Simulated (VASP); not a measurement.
Crystal: LiF (Griceite).

```
Li F
1.0
     0.00000    2.01400    2.01400
     2.01400    0.00000    2.01400
     2.01400    2.01400    0.00000
Li F
1 1
Direct
  0.00000 0.00000 0.00000
  0.50000 0.50000 0.50000
```

| Property | Result |
| --- | --- |
| Program | VASP 6.6.1 |
| Task | relaxation of cell and atoms |
| Functional | r2SCAN |
| Dispersion | rVV10 |
| Potentials or basis | VASP PAW PBE potentials, release 64 (Li_sv, F) |
| Cutoff | 600 eV |
| k mesh | 7 × 7 × 7 |
| Occupations | gaussian, width 0.01 eV |
| Spin | no spin polarisation |

At the start: pressure -4.2 GPa; volume 8.17 Å³/atom.

Question: Where does the relaxation end?

Answer: Over 4 steps the energy falls by 6.0 meV/atom and the volume is 7.75 Å³/atom (-5.1 %); space group Fm-3m (No. 225, to 0.05 Å).

Step by step:
| step | energy change (eV) | largest force (eV/Å) | pressure (GPa) | volume (Å³) |
| --- | --- | --- | --- | --- |
| 1 | 0.0000 | 0.0000 | -4.18 | 16.34 |
| 2 | -0.0099 | 0.0000 | -1.87 | 15.84 |
| 3 | -0.0118 | 0.0000 | -0.51 | 15.59 |
| 4 | -0.0119 | 0.0000 | -0.03 | 15.50 |

Final structure:
```yaml
crystal:
  lattice:
    - [0.00000, 1.97901, 1.97901]
    - [1.97901, 0.00000, 1.97901]
    - [1.97901, 1.97901, 0.00000]
  atoms:
    - { symbol: Li, position: [0.00000, 0.00000, 0.00000] }
    - { symbol: F, position: [0.50000, 0.50000, 0.50000] }
```

Caveat: the cutoff is under 1.25 times the usual one of these potentials, so pressure, stress and relaxed cells hold a basis-set (Pulay) error; the PAW data sets were made with another functional, which shifts forces and pressure a little.
